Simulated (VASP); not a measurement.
MnO2:

```
Mn O
1.0
     4.38329    0.00000    0.00000
     0.00000    4.38329    0.00000
     0.00000    0.00000    2.86113
Mn O
2 4
Direct
  0.00000 0.00000 0.00000
  0.50000 0.50000 0.50000
  0.30476 0.30476 0.00000
  0.19524 0.80476 0.50000
  0.69524 0.69524 0.00000
  0.80476 0.19524 0.50000
```

Base run:

* Program: VASP 6.6.1
* Functional: r2SCAN
* Potentials or basis: VASP PAW PBE potentials, release 64 (Mn_pv, O)
* Cutoff: 520 eV
* k mesh: 6 × 6 × 10
* Occupations: tetrahedron
* Spin: collinear spin, antiferromagnetic start
* Starting moments: [3.0, -3.0, 0.0, 0.0, 0.0, 0.0] μB

Its results: band gap on the k mesh 0.32 eV; pressure 1.0 GPa; net moment 0.00 μB per cell; site moments Mn +2.70, -2.70; O -0.04, +0.04 (each value once) μB; largest force 0.030 eV/Å.

Task: The run is repeated on the same cell with these changes: dispersion from none to D3(BJ). What comes out?

Result: Band gap on the k mesh 0.32 eV; pressure -0.3 GPa; net moment 0.00 μB per cell; site moments Mn +2.70, -2.70; O -0.04, +0.04 (each value once) μB; largest force 0.029 eV/Å.

Dispersion adds attraction, which lowers the pressure at fixed volume and, as a term added to the energy, leaves the levels alone.

Caveats: the PAW data sets were made with another functional, which shifts forces and pressure a little.

A k mesh can miss the band edges.
